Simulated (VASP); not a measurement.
# InAs3 (P4/mmm) in VASP: single point with PBE

Aim: the single point of InAs3 with PBE.

All numbers are computed with VASP 6.6.1; they aren't measurements. Logs are shortened: lines on timing, memory, paths and dates and some standing lists are left out, and cuts for length are marked.

**1. The cell of the first run**

It takes space group P4/mmm (No. 123, tetragonal). The conventional cell has a = 4.857 Å, b = 4.857 Å, c = 3.537 Å, α = 90.00°, β = 90.00°, γ = 90.00°. In (site symmetry 4/mmm) has 12 As at 3.00 to 3.43 Å and 2 In at 3.54 Å within 4.0 Å. As (site symmetry mmm) has 4 In at 3.00 Å and 10 As at 3.00 to 3.54 Å within 4.0 Å. As (site symmetry 4/mmm) has 10 As at 3.00 to 3.54 Å and 4 In at 3.43 Å within 4.0 Å.

**2. Single point, PBE**

The input, INCAR:

```
SYSTEM = InAs3
ALGO = Normal ; EDIFF = 1E-6
ENCUT = 520 ; GGA = PE
ISIF = 2 ; ISMEAR = 0
LASPH = .True. ; LCHARG = .False.
LREAL = .False. ; LWAVE = .False.
NBANDS = 22 ; NELM = 60
PREC = Accurate ; SIGMA = 0.1
```

The input, KPOINTS:

```
k-points
0
Gamma
  12 12 12
  0 0 0
```

The input, POSCAR:

```
InAs3
1.0
    4.8569653901      0.0000000000      0.0000000000
    0.0000000000      4.8569653901      0.0000000000
    0.0000000000      0.0000000000      3.5365966016
In As
1 3
Direct
    0.0000000000      0.0000000000      0.0000000000
    0.0000000000      0.5000000000      0.5000000000
    0.5000000000      0.0000000000      0.5000000000
    0.5000000000      0.5000000000      0.0000000000
```

Potentials or basis: VASP PAW PBE potentials, release 64 (In_d, As).

Command:

```
> cat potpaw_PBE.64/In_d/POTCAR potpaw_PBE.64/As/POTCAR > POTCAR
> mpirun -np 1 vasp_std > vasp.out
```

OUTCAR:

```text
SYSTEM = InAs3
   EDIFF = 1E-6
   ENCUT = 520
   GGA = PE
   ISIF = 2
   ISMEAR = 0
   LASPH = .True.
   LREAL = .False.
   NELM = 60
   PREC = Accurate

 ion  position               nearest neighbor table
   1  0.000  0.000  0.000-   2 3.00   3 3.00   2 3.00   3 3.00   2 3.00   2 3.00   3 3.00   3 3.00
                             4 3.43   4 3.43   4 3.43   4 3.43
   2  0.000  0.500  0.500-   1 3.00   1 3.00   1 3.00   1 3.00
   3  0.500  0.000  0.500-   1 3.00   1 3.00   1 3.00   1 3.00
   4  0.500  0.500  0.000-   1 3.43   1 3.43   1 3.43   1 3.43

  LATTYP: Found a simple tetragonal cell.
 ALAT       =     4.8569653901
 C/A-ratio  =     0.7281494344

  Lattice vectors:

 A1 = (   4.8569653901,   0.0000000000,   0.0000000000)
 A2 = (   0.0000000000,   4.8569653901,   0.0000000000)
 A3 = (   0.0000000000,   0.0000000000,   3.5365966016)

Analysis of symmetry for initial positions (statically):
=====================================================================
 Subroutine PRICEL returns:
 Original cell was already a primitive cell.

 Routine SETGRP: Setting up the symmetry group for a
 simple tetragonal supercell.

 Subroutine GETGRP returns: Found 16 space group operations
 (whereof 16 operations were pure point group operations)
 out of a pool of 16 trial point group operations.

The static configuration has the point symmetry D_4h.

Analysis of symmetry for dynamics (positions and initial velocities):
=====================================================================
 Subroutine PRICEL returns:
 Original cell was already a primitive cell.

 Routine SETGRP: Setting up the symmetry group for a
 simple tetragonal supercell.

 Subroutine GETGRP returns: Found 16 space group operations
 (whereof 16 operations were pure point group operations)
 out of a pool of 16 trial point group operations.

The dynamic configuration has the point symmetry D_4h.

 Subroutine INISYM returns: Found 16 space group operations
 (whereof 16 operations are pure point group operations),
 and found     1 'primitive' translations

----------------------------------------------------------------------------------------

                                     Primitive cell

  volume of cell :      83.4287

  direct lattice vectors                    reciprocal lattice vectors
     4.856965390  0.000000000  0.000000000     0.205889876  0.000000000  0.000000000
     0.000000000  4.856965390  0.000000000     0.000000000  0.205889876  0.000000000
     0.000000000  0.000000000  3.536596602     0.000000000  0.000000000  0.282757722

  length of vectors
     4.856965390  4.856965390  3.536596602     0.205889876  0.205889876  0.282757722

  position of ions in fractional coordinates (direct lattice)
     0.000000000  0.000000000  0.000000000
     0.000000000  0.500000000  0.500000000
     0.500000000  0.000000000  0.500000000
     0.500000000  0.500000000  0.000000000

  ion indices of the primitive-cell ions
   primitive index   ion index
                 1           1
                 2           2
                 3           3
                 4           4

----------------------------------------------------------------------------------------

 KPOINTS: k-points

Automatic generation of k-mesh.
 Grid dimensions read from file:
 generate k-points for:   12   12   12

 Generating k-lattice:

  Cartesian coordinates                     Fractional coordinates (reciprocal lattice)
     0.017157490  0.000000000  0.000000000     0.083333333  0.000000000  0.000000000
     0.000000000  0.017157490  0.000000000     0.000000000  0.083333333  0.000000000
     0.000000000  0.000000000  0.023563144     0.000000000  0.000000000  0.083333333

  Length of vectors
     0.017157490  0.017157490  0.023563144

  Shift w.r.t. Gamma in fractional coordinates (k-lattice)
     0.000000000  0.000000000  0.000000000

 Subroutine IBZKPT returns following result:
 ===========================================

 Found    196 irreducible k-points:

 Following reciprocal coordinates:
            Coordinates               Weight
  0.000000  0.000000  0.000000      1.000000
  0.083333  0.000000  0.000000      4.000000
  0.166667  0.000000  0.000000      4.000000
  0.250000  0.000000  0.000000      4.000000
  0.333333  0.000000  0.000000      4.000000
  0.416667  0.000000  0.000000      4.000000
[... 16 lines left out ...]
  0.333333  0.333333  0.000000      4.000000
  0.416667  0.333333  0.000000      8.000000
 [... further k-points ...]
   k-points           NKPTS =    196   k-points in BZ     NKDIM =    196   number of bands    NBANDS=     22
   number of dos      NEDOS =    301   number of ions     NIONS =      4
   total plane-waves  NPLWV =  36288
   dimension x,y,z NGX =    36 NGY =   36 NGZ =   28
   dimension x,y,z NGXF=    72 NGYF=   72 NGZF=   56
   ions per type =               1   3
   NGX,Y,Z   is equivalent  to a cutoff of  12.32, 12.32, 13.16 a.u.
   NGXF,Y,Z  is equivalent  to a cutoff of  24.64, 24.64, 26.32 a.u.
 SYSTEM =  InAs3
   PREC   = accura    normal or accurate (medium, high low for compatibility)
   ISTART =      0    job   : 0-new  1-cont  2-samecut
   ICHARG =      2    charge: 1-file 2-atom 10-const
   ISPIN  =      1    spin polarized calculation?
   LNONCOLLINEAR =      F non collinear calculations
   LSORBIT =      F    spin-orbit coupling
   LASPH  =      T    aspherical Exc in radial PAW
   ENCUT  =  520.0 eV  38.22 Ry    6.18 a.u.   9.03  9.03  6.58*2*pi/ulx,y,z
   NELM   =     60;   NELMIN=  2; NELMDL= -5     # of ELM steps
   EDIFF  = 0.1E-05   stopping-criterion for ELM
   LREAL  =      F    real-space projection
   EDIFFG = 0.1E-04   stopping-criterion for IOM
   NSW    =      0    number of steps for IOM
   IBRION =     -1    ionic relax: 0-MD 1-quasi-New 2-CG
   NFREE  =      0    steps in history (QN), initial steepest desc. (CG)
   ISIF   =      2    stress and relaxation
   ISYM   =      2    0-nonsym 1-usesym 2-fastsym
   POTIM  = 0.5000    time-step for ionic-motion
   TEBEG  =    0.0;   TEEND  =   0.0 temperature during run
   PSTRESS=    0.0 pullay stress
   NELECT =      28.0000    total number of electrons
   NUPDOWN=      -1.0000    fix difference up-down
   EMIN   =  10.00;   EMAX   =-10.00  energy-range for DOS
   EFERMI =   0.00;   METHOD = LEGACY
   ISMEAR =     0;   SIGMA  =   0.10  broadening in eV -4-tet -1-fermi 0-gaus
   EFERMI_NEDOS =   21; number of points for ismear=-14 and -15
   IALGO  =     38    algorithm
   IMIX   =      4    mixing-type and parameters
     AMIX     =   0.40;   BMIX     =  1.00
     AMIX_MAG =   1.60;   BMIX_MAG =  1.00
  volume/ion in A,a.u.               =      20.86       140.75
  Fermi-wavevector in a.u.,A,eV,Ry     =   1.137686  2.149914 17.610414  1.294329
  Thomas-Fermi vector in A             =   2.274391
   LORBIT       =      0    0 simple, 1 ext, 2 COOP (PROOUT), +10 PAW based schemes
   GGA     = PE    functional components
   LHFCALC =     F    Hartree Fock is set to
   AEXX    =    0.0000 exact exchange contribution
   IVDW    =     0    specifies the selected vdW correction
   LEPSILON=     F    determine dielectric tensor
   LRPA    =     F    only Hartree local field effects (RPA)
 non-spin polarized calculation
 Gauss-broadening in eV      SIGMA  =   0.10
  energy-cutoff  :      520.00
  volume of cell :       83.43
 maximum number of plane-waves:      2288
   NGX = 19   NGY = 19   NGZ = 13

 number of electron      28.0000006 magnetization

 Free energy of the ion-electron system (eV)
  ---------------------------------------------------
  ext. energy  EPLUGINS =         0.00000000
  ---------------------------------------------------
  free energy    TOTEN  =       -15.26224407 eV

  energy without entropy =      -15.25176375  energy(sigma->0) =      -15.25700391

 E-fermi :   6.5930     XC(G=0): -10.6133

 val. band max:        6.5882337896   @ k =   0.2500   0.0833   0.4167
 cond. band min:       6.5996599703   @ k =   0.5000   0.2500   0.0000
 fundamental gap:      0.0114261807
 Fermi energy:         6.5929708527

 k-point     1 :       0.0000    0.0000    0.0000
  band No.  band energies     occupation
      1      -7.9578      2.00000
      2      -7.9468      2.00000
      3      -7.8229      2.00000
      4      -7.8088      2.00000
      5      -7.8088      2.00000
      6      -7.2339      2.00000
[... 14 lines left out ...]
     21      13.9986      0.00000
     22      15.1314      0.00000

 k-point     2 :       0.0833    0.0000    0.0000
  band No.  band energies     occupation
      1      -7.9551      2.00000
      2      -7.9461      2.00000
      3      -7.8237      2.00000
      4      -7.8096      2.00000
      5      -7.8088      2.00000
      6      -7.1962      2.00000
[... 14 lines left out ...]
     21      14.0175      0.00000
     22      14.9735      0.00000

 k-point     3 :       0.1667    0.0000    0.0000
  band No.  band energies     occupation
      1      -7.9486      2.00000
      2      -7.9438      2.00000
      3      -7.8259      2.00000
      4      -7.8116      2.00000
      5      -7.8088      2.00000
      6      -7.0835      2.00000
[... 14 lines left out ...]
     21      13.6758      0.00000
     22      14.8505      0.00000
[... 476 lines left out ...]
 k-point    23 :       0.3333    0.3333    0.0000
  band No.  band energies     occupation
      1      -7.9381      2.00000
      2      -7.8858      2.00000
      3      -7.8589      2.00000
      4      -7.8168      2.00000
      5      -7.8167      2.00000
      6      -6.0550      2.00000
[... 14 lines left out ...]
     21      12.2220      0.00000
     22      12.2445      0.00000

 k-point    24 :       0.4167    0.3333    0.0000
  band No.  band energies     occupation
      1      -7.9374      2.00000
      2      -7.8755      2.00000
      3      -7.8645      2.00000
      4      -7.8187      2.00000
      5      -7.8166      2.00000
      6      -5.7668      2.00000
[... 14 lines left out ...]
     21      12.1533      0.00000
     22      12.6047      0.00000

 [... further k-points ...]

------------------------ aborting loop because EDIFF is reached ----------------------------------------

  FORCE on cell =-STRESS in cart. coord.  units (eV):
  Direction    XX          YY          ZZ          XY          YZ          ZX
  --------------------------------------------------------------------------------------
  -------------------------------------------------------------------------------------
  Total        0.0342290      0.0342290      0.0193699      0.0000000     -0.0000000      0.0000000
  in kB        0.6573381      0.6573381      0.3719815      0.0000000     -0.0000000      0.0000000
  external PRESSURE =       0.5622192 kB  Pullay stress =       0.0000000 kB

 VOLUME and BASIS-vectors are now :
 -----------------------------------------------------------------------------
  energy-cutoff  :      520.00
  volume of cell :       83.43
      direct lattice vectors                 reciprocal lattice vectors
     4.856965390  0.000000000  0.000000000     0.205889876  0.000000000  0.000000000
     0.000000000  4.856965390  0.000000000     0.000000000  0.205889876  0.000000000
     0.000000000  0.000000000  3.536596602     0.000000000  0.000000000  0.282757722

 POSITION                                       TOTAL-FORCE (eV/Angst)
 -----------------------------------------------------------------------------------
      0.00000      0.00000      0.00000         0.000000      0.000000      0.000000
      0.00000      2.42848      1.76830         0.000000      0.000000      0.000000
      2.42848      0.00000      1.76830         0.000000      0.000000      0.000000
      2.42848      2.42848      0.00000         0.000000      0.000000      0.000000
 -----------------------------------------------------------------------------------
    total drift:                                0.000000     -0.000000      0.000000

  FREE ENERGIE OF THE ION-ELECTRON SYSTEM (eV)
  ---------------------------------------------------
  free  energy   TOTEN  =       -15.2622440709 eV

  energy  without entropy=      -15.2517637539  energy(sigma->0) =      -15.25700391
```

It took 4.6 min on 1 thread of Intel Xeon 8259CL, shared host; peak memory 0.43 GiB.

What came out:

```yaml
Free_energy: -15.2622 eV
Pressure: 0.1 GPa
Band_gap_on_the_k_mesh: zero (bands 14 and 15 overlap by 3.60 eV)
```

Levels at points of the mesh, in eV from the Fermi level:
```csv
k point,band 10,band 11,band 12,band 13,band 14,band 15,band 16,band 17,band 18,band 19
"(0.00, 0.00, 0.00)",-5.46,-2.70,-1.91,-1.19,-1.19,1.43,3.19,4.20,4.20,4.28
"(0.50, 0.00, 0.00)",-4.30,-3.45,-0.84,-0.12,0.03,0.05,2.40,2.99,3.05,4.40
"(0.50, 0.50, 0.00)",-0.51,-0.14,-0.14,0.49,0.63,0.63,0.95,1.22,3.67,4.21
"(0.00, 0.00, 0.50)",-2.68,-2.68,-2.48,-2.14,-2.14,-1.98,0.98,0.98,1.72,2.77
"(0.50, 0.00, 0.50)",-3.70,-3.03,-2.70,-1.57,-1.46,-1.18,-0.58,1.39,3.10,3.14
"(0.50, 0.50, 0.50)",-5.52,-5.52,-5.10,-4.04,1.62,1.86,3.00,3.00,4.06,7.07
```

Caveat: spin-orbit coupling is left out, which moves the levels of the heavy elements.
